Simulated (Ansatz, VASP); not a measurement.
Two plane-wave programs on MgO

```
CELL_PARAMETERS angstrom
0.00000 2.12668 2.12668
2.12668 0.00000 2.12668
2.12668 2.12668 0.00000
ATOMIC_POSITIONS crystal
Mg 0.00000 0.00000 0.00000
O 0.50000 0.50000 0.50000
```

Alike in both runs: functional PBE; k mesh 8 × 8 × 8; occupations gaussian, width 0.1 eV; no spin polarisation.

Ansatz relaxed the structure, and its values are those at the end. VASP's run is a single point on that final structure, the one shown.

|  | VASP | Ansatz |
| --- | --- | --- |
| version | VASP 6.6.1 | Ansatz 0.2.0 |
| potentials or method | VASP PAW PBE potentials, release 64 (Mg, O), cutoff 600 eV | scalar-relativistic, plane waves, PAW |
| valence electrons in the cell | 8 | 16 |

|  | VASP | Ansatz | Ansatz less VASP |
| --- | --- | --- | --- |
| gap on the k mesh at the Fermi level (eV) | 4.45 | 4.46 | +0.016 |
| least direct gap on the mesh (eV) | 4.45 | 4.46 | +0.016 |
| pressure (GPa) | -1.0 | 0.0 | +1.03 |

With one functional, cell and mesh, what is left measures potentials, basis and numerics. VASP's potentials hold 8 valence electrons a cell and Ansatz's 16, so a difference there can come from the potentials and not from the codes.
